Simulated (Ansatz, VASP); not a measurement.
One calculation of MgO, two programs

Contents of POSCAR:

```
MgO
1.0
    3.4841042127      0.0000000000      0.0000000000
   -1.7420521064      3.0173227576      0.0000000000
    0.0000000000      0.0000000000      4.1856875957
Mg O
2 2
Direct
    0.6666666667      0.3333333333      0.7500000000
    0.3333333333      0.6666666667      0.2500000000
    0.6293819580      0.2587639160      0.2500000000
    0.2960486247      0.5920972493      0.7500000000
```

File INCAR.step1:

```
SYSTEM = MgO
PREC = Accurate
ENCUT = 520
ISMEAR = 0
SIGMA = 0.05
LREAL = .FALSE.
LASPH = .TRUE.
NELM = 60
NBANDS = 16
GGA = PE
ALGO = Normal
EDIFF = 1E-4
LWAVE = .TRUE.
LCHARG = .FALSE.
```

INCAR.step2

```
SYSTEM = MgO
PREC = Accurate
ENCUT = 520
EDIFF = 1E-6
ISMEAR = 0
SIGMA = 0.05
LREAL = .FALSE.
LASPH = .TRUE.
NELM = 60
ALGO = Normal
ISIF = 2
LWAVE = .FALSE.
LCHARG = .FALSE.
METAGGA = R2SCAN
LMIXTAU = .TRUE.
NBANDS = 16
ISTART = 1
```

KPOINTS

```
regular mesh
0
G
  6 6 6
  0 0 0
```

Input for Ansatz:

```yaml
crystal:
  lattice:
    - [3.4841042127, 0.0, 0.0]
    - [-1.7420521064, 3.0173227576, 0.0]
    - [0.0, 0.0, 4.1856875957]
  atoms:
    - { symbol: Mg, position: [0.6666666667, 0.3333333333, 0.75] }
    - { symbol: Mg, position: [0.3333333333, 0.6666666667, 0.25] }
    - { symbol: O, position: [0.629381958, 0.258763916, 0.25] }
    - { symbol: O, position: [0.2960486247, 0.5920972493, 0.75] }
basis:
  ecutwfc: 500
kpoints:
  mp_grid: { grid: [6, 6, 6] }
hamiltonian:
  xc: r2scan
scf:
  occupations: { method: gaussian, width: 0.05 }
output:
  forces: true
  stress: true
  eigenvalues: true
```

Change from the starting cell: all O atoms moved +0.225 Å, as atom 3 towards its neighbour atom 2 (Mg) at 2.012 Å.

Alike in both runs: task single point; functional r2SCAN; k mesh 6 × 6 × 6; occupations gaussian, width 0.05 eV; no spin polarisation.

|  | VASP | Ansatz |
| --- | --- | --- |
| version | VASP 6.6.1 | Ansatz 0.2.0 |
| potentials or method | VASP PAW PBE potentials, release 64 (Mg, O), cutoff 520 eV | scalar-relativistic, plane waves, PAW |
| valence electrons in the cell | 16 | 32 |

Ansatz gave:

| Property | Result |
| --- | --- |
| gap on the k mesh at the Fermi level (eV) | 4.05 |
| least direct gap on the mesh (eV) | 4.05 |
| pressure (GPa) | 4.7 |
| traceless stress, the component that is largest in VASP (GPa) | 5.97 |
| rms of the force components (eV/Å) | 1.441 |

Question: Which values does VASP return?

Answer: gap on the k mesh at the Fermi level (eV): 4.04; least direct gap on the mesh (eV): 4.04; pressure (GPa): 4.1; traceless stress, the component that is largest in VASP (GPa): 6.29; rms of the force components (eV/Å): 1.470.

VASP's potentials were made for PBE, not for r2SCAN. Atom by atom the forces differ by 0.030 eV/Å (rms over components). VASP's potentials hold 16 valence electrons a cell and Ansatz's 32, so a difference there can come from the potentials and not from the codes.
